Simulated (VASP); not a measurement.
# InCu3O3 (P6_3/mcm) in VASP: notebook, part 2 of 2

VASP 6.6.1.

### 3 Relaxation of cell and atoms, PBE

This run uses another cell than the first one, of 12.82 Å³/atom.

The input, INCAR:

```
  ALGO = Fast
  EDIFF = 1E-6
  EDIFFG = -0.01
  ENCUT = 600
  GGA = PE
  IBRION = 2
  ISIF = 3
  ISMEAR = 0
  LASPH = T
  LCHARG = F
  LREAL = F
  LWAVE = F
  NELM = 100
  NSW = 100
  PREC = Accurate
  SIGMA = 0.1
```

The input, KPOINTS:

```
k-points
0
Gamma
  6 6 6
```

The input, POSCAR:

```
InCu3O3
1.0
    6.0103109183      0.0000000000      0.0000000000
   -3.0051554592      5.2050819399      0.0000000000
    0.0000000000      0.0000000000      5.7386731395
In Cu O
2 6 6
Direct
    0.0000000000      0.0000000000      0.0000000000
    0.0000000000      0.0000000000      0.5000000000
    0.0000000000      0.5000000000      0.0000000000
    0.0000000000      0.5000000000      0.5000000000
    0.5000000000      0.5000000000      0.0000000000
    0.5000000000      0.5000000000      0.5000000000
    0.5000000000      0.0000000000      0.0000000000
    0.5000000000      0.0000000000      0.5000000000
    0.0000000000      0.7104945119      0.7500000000
    0.0000000000      0.2895054881      0.2500000000
    0.2895054881      0.2895054881      0.7500000000
    0.7104945119      0.7104945119      0.2500000000
    0.7104945119      0.0000000000      0.7500000000
    0.2895054881      0.0000000000      0.2500000000
```

Potentials or basis: VASP PAW PBE potentials, release 64 (In_d, Cu, O).

On the command line:

```console
cat potpaw_PBE.64/In_d/POTCAR potpaw_PBE.64/Cu/POTCAR potpaw_PBE.64/O/POTCAR > POTCAR
mpirun -np 1 vasp_std > vasp.out
```

OUTCAR:

```text
EDIFF = 1E-6
   EDIFFG = -0.01
   ENCUT = 600
   GGA = PE
   IBRION = 2
   ISIF = 3
   ISMEAR = 0
   LASPH = T
   LREAL = F
   NELM = 100
   NSW = 100
   PREC = Accurate

 ion  position               nearest neighbor table
   1  0.000  0.000  0.000-  11 2.26  12 2.26  13 2.26  14 2.26   9 2.26  10 2.26   2 2.87   2 2.87
                             5 3.01   5 3.01   7 3.01   7 3.01   3 3.01   3 3.01
   2  0.000  0.000  0.500-  11 2.26  12 2.26  13 2.26  14 2.26   9 2.26  10 2.26   1 2.87   1 2.87
                             6 3.01   6 3.01   8 3.01   8 3.01   4 3.01   4 3.01
   3  0.000  0.500  0.000-   9 1.91  10 1.91   1 3.01   1 3.01
   4  0.000  0.500  0.500-   9 1.91  10 1.91   2 3.01   2 3.01
   5  0.500  0.500  0.000-  11 1.91  12 1.91   1 3.01   1 3.01
   6  0.500  0.500  0.500-  11 1.91  12 1.91   2 3.01   2 3.01
   7  0.500  0.000  0.000-  13 1.91  14 1.91   1 3.01   1 3.01
   8  0.500  0.000  0.500-  13 1.91  14 1.91   2 3.01   2 3.01
   9  0.000  0.710  0.750-   3 1.91   4 1.91   1 2.26   2 2.26
  10  0.000  0.290  0.250-   3 1.91   4 1.91   1 2.26   2 2.26
  11  0.290  0.290  0.750-   5 1.91   6 1.91   1 2.26   2 2.26
  12  0.710  0.710  0.250-   5 1.91   6 1.91   1 2.26   2 2.26
  13  0.710  0.000  0.750-   7 1.91   8 1.91   1 2.26   2 2.26
  14  0.290  0.000  0.250-   7 1.91   8 1.91   1 2.26   2 2.26

  LATTYP: Found a hexagonal cell.
 ALAT       =     6.0103109183
 C/A-ratio  =     0.9548047044

  Lattice vectors:

 A1 = (   6.0103109183,   0.0000000000,   0.0000000000)
 A2 = (  -3.0051554592,   5.2050819399,   0.0000000000)
 A3 = (   0.0000000000,   0.0000000000,   5.7386731395)
[... 341 lines left out ...]
  free  energy   TOTEN  =       -64.7553383607 eV

  energy  without entropy=      -64.7483139526  energy(sigma->0) =      -64.75182616

[... ionic steps 4 to 11 ...]

--------------------------------------- Ionic step       12  -------------------------------------------

 number of electron     127.9999989 magnetization

------------------------ aborting loop because EDIFF is reached ----------------------------------------
[... 91 lines left out ...]
--------------------------------------- Ionic step       14  -------------------------------------------

 number of electron     127.9999990 magnetization

 Free energy of the ion-electron system (eV)
  ---------------------------------------------------
  ext. energy  EPLUGINS =         0.00000000
  ---------------------------------------------------
  free energy    TOTEN  =       -64.75759113 eV

  energy without entropy =      -64.75081605  energy(sigma->0) =      -64.75420359

 E-fermi :   5.5833     XC(G=0): -11.1582

 val. band max:        5.5451558253   @ k =   0.0000   0.0000   0.1667
 cond. band min:       5.6042224339   @ k =   0.1667   0.0000   0.0000
 fundamental gap:      0.0590666086
 Fermi energy:         5.5832989727

 k-point     1 :       0.0000    0.0000    0.0000
  band No.  band energies     occupation
      1     -13.7266      2.00000
      2     -13.3107      2.00000
      3     -13.3107      2.00000
      4     -12.9666      2.00000
      5     -12.8170      2.00000
      6     -12.8170      2.00000
[... 1885 lines left out ...]
     75      12.1871      0.00000
     76      12.1871      0.00000

 [... further k-points ...]
[... 5 lines left out ...]
  --------------------------------------------------------------------------------------
  -------------------------------------------------------------------------------------
  Total       -0.0112937     -0.0112937      0.1087756      0.0000000      0.0000000      0.0000000
  in kB       -0.1008235     -0.1008235      0.9710878      0.0000000      0.0000000      0.0000000
  external PRESSURE =       0.2564803 kB  Pullay stress =       0.0000000 kB
[... 29 lines left out ...]
  FREE ENERGIE OF THE ION-ELECTRON SYSTEM (eV)
  ---------------------------------------------------
  free  energy   TOTEN  =       -64.7575911270 eV

  energy  without entropy=      -64.7508160460  energy(sigma->0) =      -64.75420359

 reached required accuracy - stopping structural energy minimisation
```

CONTCAR:

```text
InCu3O3
   1.00000000000000
     5.9858521075757967    0.0000000000002346    0.0000000000000000
    -2.9929260538374911    5.1838999884662540    0.0000000000000000
    -0.0000000000000000   -0.0000000000000000    5.7836382848453649
  In              Cu              O
     2     6     6
Direct
[... 18 lines left out ...]
  0.00000000E+00  0.00000000E+00  0.00000000E+00
  0.00000000E+00  0.00000000E+00  0.00000000E+00
  0.00000000E+00  0.00000000E+00  0.00000000E+00
  0.00000000E+00  0.00000000E+00  0.00000000E+00
  0.00000000E+00  0.00000000E+00  0.00000000E+00
  0.00000000E+00  0.00000000E+00  0.00000000E+00
  0.00000000E+00  0.00000000E+00  0.00000000E+00
  0.00000000E+00  0.00000000E+00  0.00000000E+00
  0.00000000E+00  0.00000000E+00  0.00000000E+00
  0.00000000E+00  0.00000000E+00  0.00000000E+00
  0.00000000E+00  0.00000000E+00  0.00000000E+00
```

Wall time 1.7 h (1 thread of Oxide Virtual Turin-like, shared host); peak memory 0.55 GiB.

What came out:

* Free energy: -64.7576 eV
* Relaxed volume: 12.82 Å³/atom
* Relaxed cell: a = 5.986 Å, b = 5.986 Å, c = 5.784 Å, α = 90.00°, β = 90.00°, γ = 120.00°
* Space group after relaxing (to 0.1 Å): P6_3/mcm (No. 193)
* Energy gained by relaxing: 0.4 meV/atom
* Ionic steps: 14
* Pressure after relaxing: 0.0 GPa
* Largest force after relaxing: 0.006 eV/Å
* Band gap on the k mesh: zero (bands 64 and 65 overlap by 0.12 eV)

Forces in eV/Å, atoms in the order of the input:
```
In   0.000  0.000  0.000
In   0.000  0.000  0.000
Cu   0.000  0.000  0.000
Cu   0.000  0.000  0.000
Cu   0.000  0.000  0.000
Cu   0.000  0.000  0.000
Cu   0.000  0.000  0.000
Cu   0.000  0.000  0.000
O   -0.003  0.005  0.000
O    0.003 -0.005  0.000
O   -0.003 -0.005  0.000
O    0.003  0.005  0.000
O    0.006  0.000  0.000
O   -0.006  0.000  0.000
```

Step by step:
```tsv
step	energy change (eV)	largest force (eV/Å)	pressure (GPa)	volume (Å³)
1	0.0000	0.0762	0.50	179.53
2	-0.0038	0.0140	-0.21	180.57
3	-0.0040	0.0034	-0.23	180.45
4	-0.0050	0.0161	-0.16	180.10
5	-0.0056	0.0440	0.30	179.35
6	-0.0056	0.0300	-0.10	179.71
7	-0.0057	0.0353	0.17	179.58
8	-0.0057	0.0331	-0.04	179.64
9	-0.0057	0.0341	-0.07	179.61
10	-0.0060	0.0098	0.12	179.40
11	-0.0060	0.0059	0.06	179.37
12	-0.0059	0.0022	0.23	179.30
13	-0.0060	0.0026	0.11	179.34
14	-0.0062	0.0059	0.03	179.47
```

Final structure:
```xyz
14
Lattice="5.9859 0.0000 0.0000 -2.9929 5.1839 0.0000 0.0000 0.0000 5.7836" Properties=species:S:1:pos:R:3 pbc="T T T"
In   -2.9929    5.1839    0.0000
In   -2.9929    5.1839    2.8918
Cu   -1.4965    2.5919    0.0000
Cu   -1.4965    2.5919    2.8918
Cu    1.4965    2.5919    0.0000
Cu    1.4965    2.5919    2.8918
Cu    0.0000    5.1839    0.0000
Cu    0.0000    5.1839    2.8918
O    -2.1264    3.6830    4.3377
O     5.1193    1.5009    1.4459
O     0.8665    1.5009    4.3377
O     2.1264    3.6830    1.4459
O     4.2528    0.0000    4.3377
O    -1.2599    5.1839    1.4459
```

Caveat: semilocal functionals underestimate gaps, and a narrow one can read as zero; spin-orbit coupling is left out, which moves the levels of the heavy elements. With open d or f shells a metallic result of PBE can be an artefact of self-interaction; +U or a hybrid may open a gap.

The gap in the log of VASP goes by the Fermi energy; the results here count the filled bands.